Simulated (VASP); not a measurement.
# TiRh3 (P4/mmm) in VASP: further runs

The runs below take TiRh3 through electric field gradients, with LDA.

Everything below comes from runs of VASP 6.6.1. Logs are shortened: lines on timing, memory, paths and dates and some standing lists are left out, and cuts for length are marked.

## (1) The cell of the first run

It takes space group P4/mmm (No. 123, tetragonal). The conventional cell has a = 3.898 Å, b = 3.898 Å, c = 3.822 Å, α = 90.00°, β = 90.00°, γ = 90.00°. Ti (site symmetry 4/mmm) has 12 Rh at 2.73 to 2.76 Å within 3.6 Å. Within 3.6 Å of Rh (site symmetry mmm) lie 4 Ti at 2.73 Å and 8 Rh at 2.73 to 2.76 Å. Within 3.6 Å of Rh (site symmetry 4/mmm) lie 8 Rh at 2.73 Å and 4 Ti at 2.76 Å.

## (2) Electric field gradients, LDA (equal xx and yy strain of +2 %)

INCAR reads:

```
ALGO     = Normal         # electronic algorithm
EDIFF    = 1E-8           # SCF threshold, eV
ENCUT    = 520            # plane-wave cutoff, eV
ISIF     = 2              # what is computed and relaxed
ISMEAR   = -1             # smearing method
LASPH    = True           # aspherical terms in the spheres
LCHARG   = False          # write CHGCAR
LEFG     = True         
LREAL    = False          # projectors in reciprocal space
LWAVE    = False          # write WAVECAR
NBANDS   = 36             # bands
NELM     = 80             # most SCF steps
PREC     = Accurate       # precision mode
SIGMA    = 0.03           # smearing width, eV
```

KPOINTS reads:

```
k-points
0
Gamma
  10 10 10
```

POSCAR reads:

```
TiRh3
1.0
    3.8984400000      0.0000000000      0.0000000000
    0.0000000000      3.8984400000      0.0000000000
    0.0000000000      0.0000000000      3.8220000000
Ti Rh
1 3
Direct
    0.0000000000      0.0000000000      0.0000000000
    0.0000000000      0.5000000000      0.5000000000
    0.5000000000      0.0000000000      0.5000000000
    0.5000000000      0.5000000000      0.0000000000
```

Potentials or basis: VASP PAW LDA potentials, release 64 (Ti_sv, Rh_pv).

Command:

```bash
> cat potpaw_LDA.64/Ti_sv/POTCAR potpaw_LDA.64/Rh_pv/POTCAR > POTCAR
> mpirun -np 1 vasp_std > vasp.out
```

OUTCAR:

```text
EDIFF = 1E-8
   ENCUT = 520
   ISIF = 2
   ISMEAR = -1
   LASPH = True
   LREAL = False
   NELM = 80
   PREC = Accurate

 ion  position               nearest neighbor table
   1  0.000  0.000  0.000-   2 2.73   3 2.73   2 2.73   3 2.73   2 2.73   2 2.73   3 2.73   3 2.73
                             4 2.76   4 2.76   4 2.76   4 2.76
   2  0.000  0.500  0.500-   1 2.73   4 2.73   1 2.73   4 2.73   1 2.73   1 2.73   4 2.73   4 2.73
                             3 2.76   3 2.76   3 2.76   3 2.76
   3  0.500  0.000  0.500-   1 2.73   4 2.73   1 2.73   4 2.73   4 2.73   4 2.73   1 2.73   1 2.73
                             2 2.76   2 2.76   2 2.76   2 2.76
   4  0.500  0.500  0.000-   2 2.73   3 2.73   2 2.73   3 2.73   3 2.73   3 2.73   2 2.73   2 2.73
                             1 2.76   1 2.76   1 2.76   1 2.76

  LATTYP: Found a simple tetragonal cell.
 ALAT       =     3.8984400000
 C/A-ratio  =     0.9803921569

  Lattice vectors:

 A1 = (   3.8984400000,   0.0000000000,   0.0000000000)
 A2 = (   0.0000000000,   3.8984400000,   0.0000000000)
 A3 = (   0.0000000000,   0.0000000000,   3.8220000000)

Analysis of symmetry for initial positions (statically):
=====================================================================
 Subroutine PRICEL returns:
 Original cell was already a primitive cell.

 Routine SETGRP: Setting up the symmetry group for a
 simple tetragonal supercell.

 Subroutine GETGRP returns: Found 16 space group operations
 (whereof 16 operations were pure point group operations)
 out of a pool of 16 trial point group operations.

The static configuration has the point symmetry D_4h.

Analysis of symmetry for dynamics (positions and initial velocities):
=====================================================================
 Subroutine PRICEL returns:
 Original cell was already a primitive cell.

 Routine SETGRP: Setting up the symmetry group for a
 simple tetragonal supercell.

 Subroutine GETGRP returns: Found 16 space group operations
 (whereof 16 operations were pure point group operations)
 out of a pool of 16 trial point group operations.

The dynamic configuration has the point symmetry D_4h.

 Subroutine INISYM returns: Found 16 space group operations
 (whereof 16 operations are pure point group operations),
 and found     1 'primitive' translations

----------------------------------------------------------------------------------------

                                     Primitive cell

  volume of cell :      58.0861

  direct lattice vectors                    reciprocal lattice vectors
     3.898440000  0.000000000  0.000000000     0.256512862  0.000000000  0.000000000
     0.000000000  3.898440000  0.000000000     0.000000000  0.256512862  0.000000000
     0.000000000  0.000000000  3.822000000     0.000000000  0.000000000  0.261643119

  length of vectors
     3.898440000  3.898440000  3.822000000     0.256512862  0.256512862  0.261643119

  position of ions in fractional coordinates (direct lattice)
     0.000000000  0.000000000  0.000000000
     0.000000000  0.500000000  0.500000000
     0.500000000  0.000000000  0.500000000
     0.500000000  0.500000000  0.000000000

  ion indices of the primitive-cell ions
   primitive index   ion index
                 1           1
                 2           2
                 3           3
                 4           4

----------------------------------------------------------------------------------------

 KPOINTS: k-points

Automatic generation of k-mesh.
 Grid dimensions read from file:
 generate k-points for:   10   10   10

 Generating k-lattice:

  Cartesian coordinates                     Fractional coordinates (reciprocal lattice)
     0.025651286  0.000000000  0.000000000     0.100000000  0.000000000  0.000000000
     0.000000000  0.025651286  0.000000000     0.000000000  0.100000000  0.000000000
[... 41 lines left out ...]
   number of dos      NEDOS =    301   number of ions     NIONS =      4
   total plane-waves  NPLWV =  25200
   dimension x,y,z NGX =    30 NGY =   30 NGZ =   28
   dimension x,y,z NGXF=    60 NGYF=   60 NGZF=   56
   ions per type =               1   3
   NGX,Y,Z   is equivalent  to a cutoff of  12.79, 12.79, 12.18 a.u.
   NGXF,Y,Z  is equivalent  to a cutoff of  25.59, 25.59, 24.36 a.u.
 SYSTEM =  unknown system
   PREC   = accura    normal or accurate (medium, high low for compatibility)
   ISTART =      0    job   : 0-new  1-cont  2-samecut
   ICHARG =      2    charge: 1-file 2-atom 10-const
   ISPIN  =      1    spin polarized calculation?
   LNONCOLLINEAR =      F non collinear calculations
   LSORBIT =      F    spin-orbit coupling
   LASPH  =      T    aspherical Exc in radial PAW
   ENCUT  =  520.0 eV  38.22 Ry    6.18 a.u.   7.25  7.25  7.11*2*pi/ulx,y,z
   NELM   =     80;   NELMIN=  2; NELMDL= -5     # of ELM steps
   EDIFF  = 0.1E-07   stopping-criterion for ELM
   LREAL  =      F    real-space projection
   EDIFFG = 0.1E-06   stopping-criterion for IOM
   NSW    =      0    number of steps for IOM
   IBRION =     -1    ionic relax: 0-MD 1-quasi-New 2-CG
   NFREE  =      0    steps in history (QN), initial steepest desc. (CG)
   ISIF   =      2    stress and relaxation
   ISYM   =      2    0-nonsym 1-usesym 2-fastsym
   POTIM  = 0.5000    time-step for ionic-motion
   TEBEG  =    0.0;   TEEND  =   0.0 temperature during run
   PSTRESS=    0.0 pullay stress
   NELECT =      57.0000    total number of electrons
   NUPDOWN=      -1.0000    fix difference up-down
   EMIN   =  10.00;   EMAX   =-10.00  energy-range for DOS
   EFERMI =   0.00;   METHOD = LEGACY
   ISMEAR =    -1;   SIGMA  =   0.03  broadening in eV -4-tet -1-fermi 0-gaus
   EFERMI_NEDOS =   21; number of points for ismear=-14 and -15
   IALGO  =     38    algorithm
   IMIX   =      4    mixing-type and parameters
     AMIX     =   0.40;   BMIX     =  1.00
     AMIX_MAG =   1.60;   BMIX_MAG =  1.00
  volume/ion in A,a.u.               =      14.52        98.00
  Fermi-wavevector in a.u.,A,eV,Ry     =   1.626831  3.074264 36.008875  2.646578
  Thomas-Fermi vector in A             =   2.719725
   LORBIT       =      0    0 simple, 1 ext, 2 COOP (PROOUT), +10 PAW based schemes
   GGA     = CA    functional components
   LHFCALC =     F    Hartree Fock is set to
   AEXX    =    0.0000 exact exchange contribution
   IVDW    =     0    specifies the selected vdW correction
   LEPSILON=     F    determine dielectric tensor
   LRPA    =     F    only Hartree local field effects (RPA)
 non-spin polarized calculation
  energy-cutoff  :      520.00
  volume of cell :       58.09
 maximum number of plane-waves:      1584
 NGX is ok and might be reduce to    30
   NGX = 15   NGY = 15   NGZ = 15

 number of electron      57.0000028 magnetization

 Free energy of the ion-electron system (eV)
  ---------------------------------------------------
  ext. energy  EPLUGINS =         0.00000000
  ---------------------------------------------------
  free energy    TOTEN  =       -36.95104953 eV

  energy without entropy =      -36.93871853  energy(sigma->0) =      -36.94488403

 E-fermi :  10.3633     XC(G=0): -13.6713

 val. band max:       10.3516166278   @ k =   0.4000   0.0000   0.1000
 cond. band min:      10.3647470761   @ k =   0.0000   0.0000   0.4000
 fundamental gap:      0.0131304484
 Fermi energy:        10.3632737501

 k-point     1 :       0.0000    0.0000    0.0000
  band No.  band energies     occupation
      1     -45.9606      2.00000
      2     -35.8238      2.00000
      3     -35.8238      2.00000
      4     -35.8209      2.00000
      5     -35.5771      2.00000
      6     -35.5685      2.00000
[... 925 lines left out ...]
     35      13.4392      0.00000
     36      15.6796      0.00000

 [... further k-points ...]
[... 5 lines left out ...]
  --------------------------------------------------------------------------------------
  -------------------------------------------------------------------------------------
  Total       -6.8601882     -6.8601882     -5.6664061      0.0000000     -0.0000000      0.0000000
  in kB     -189.2231298   -189.2231298   -156.2952874      0.0000000     -0.0000000      0.0000000
  external PRESSURE =    -178.2471823 kB  Pullay stress =       0.0000000 kB

 VOLUME and BASIS-vectors are now :
 -----------------------------------------------------------------------------
  energy-cutoff  :      520.00
  volume of cell :       58.09
      direct lattice vectors                 reciprocal lattice vectors
     3.898440000  0.000000000  0.000000000     0.256512862  0.000000000  0.000000000
     0.000000000  3.898440000  0.000000000     0.000000000  0.256512862  0.000000000
     0.000000000  0.000000000  3.822000000     0.000000000  0.000000000  0.261643119

 POSITION                                       TOTAL-FORCE (eV/Angst)
 -----------------------------------------------------------------------------------
      0.00000      0.00000      0.00000         0.000000      0.000000      0.000000
      0.00000      1.94922      1.91100         0.000000      0.000000      0.000000
      1.94922      0.00000      1.91100         0.000000      0.000000      0.000000
      1.94922      1.94922      0.00000         0.000000      0.000000      0.000000
 -----------------------------------------------------------------------------------
    total drift:                                0.000000      0.000000     -0.000000

  FREE ENERGIE OF THE ION-ELECTRON SYSTEM (eV)
  ---------------------------------------------------
  free  energy   TOTEN  =       -36.9510495344 eV

  energy  without entropy=      -36.9387185339  energy(sigma->0) =      -36.94488403

 Electric field gradients (V/A^2)
---------------------------------------------------------------------
 ion       V_xx      V_yy      V_zz      V_xy      V_xz      V_yz
---------------------------------------------------------------------
   1       0.303     0.303    -0.607    -0.000    -0.000     0.000
   2     -29.674    16.480    13.194    -0.000    -0.000     0.000
   3      16.480   -29.674    13.194     0.000     0.000    -0.000
   4      12.751    12.751   -25.501    -0.000    -0.000     0.000
---------------------------------------------------------------------

 Electric field gradients after diagonalization (V/A^2)
 (convention: |V_zz| > |V_xx| > |V_yy|)
----------------------------------------------------------------------
 ion       V_xx      V_yy      V_zz     asymmetry (V_yy - V_xx)/ V_zz
----------------------------------------------------------------------
   1       0.303     0.303    -0.607       0.000
   2      16.480    13.194   -29.674       0.111
   3      16.480    13.194   -29.674       0.111
   4      12.751    12.751   -25.501       0.000
----------------------------------------------------------------------

           NMR quadrupolar parameters

 Cq : quadrupolar parameter    Cq=e*Q*V_zz/h
 eta: asymmetry parameters     (V_yy - V_xx)/ V_zz
 Q  : nuclear electric quadrupole moment in mb (millibarn)
----------------------------------------------------------------------
 ion       Cq(MHz)       eta       Q (mb)
----------------------------------------------------------------------
   1      -0.001       0.000       1.000
   2      -0.072       0.111       1.000
   3      -0.072       0.111       1.000
   4      -0.062       0.000       1.000
----------------------------------------------------------------------
```

It took 4 min on 1 thread of Intel Xeon Platinum 8375C at 2.90GHz (Ice Lake), shared host; peak memory 0.31 GiB.

What came out:

```
Free energy                             : -36.9510 eV
Pressure                                : -17.8 GPa
Band gap on the k mesh                  : zero (an odd number of electrons rules out a gap without spin polarisation)
Largest electric field gradient by atom : Ti -0.6; Rh -29.7, -25.5 (each value once) V/Å²
```

Levels at points of the mesh, in eV from the Fermi level:
```csv
k point,band 27,band 28,band 29,band 30,band 31,band 32
"(0.00, 0.00, 0.00)",1.13,1.27,1.27,2.51,2.54,3.08
"(0.50, 0.00, 0.00)",-0.98,-0.86,0.14,1.05,1.06,1.27
"(0.50, 0.50, 0.00)",-1.45,-1.06,-0.76,-0.74,1.38,1.38
"(0.00, 0.00, 0.50)",-1.05,-0.82,0.03,0.98,0.98,1.13
"(0.50, 0.00, 0.50)",-1.37,-1.04,-0.69,-0.66,1.40,1.42
"(0.50, 0.50, 0.50)",0.80,0.88,1.05,1.10,1.10,1.10
```

Electric field gradients, principal values (V/Å²):
```csv
atom,least,middle,greatest (by size)
1 Ti,0.303,0.303,-0.607
2 Rh,13.194,16.480,-29.674
3 Rh,13.194,16.480,-29.674
4 Rh,12.751,12.751,-25.501
```

Caveat: the cell differs from its parent crystal (equal xx and yy strain of +2 %); the cell stands under tension; without QUAD_EFG the Cq values of the log hold for a quadrupole moment of 1 mb, not for the nuclei.

(Continued in part 2 of 2.)
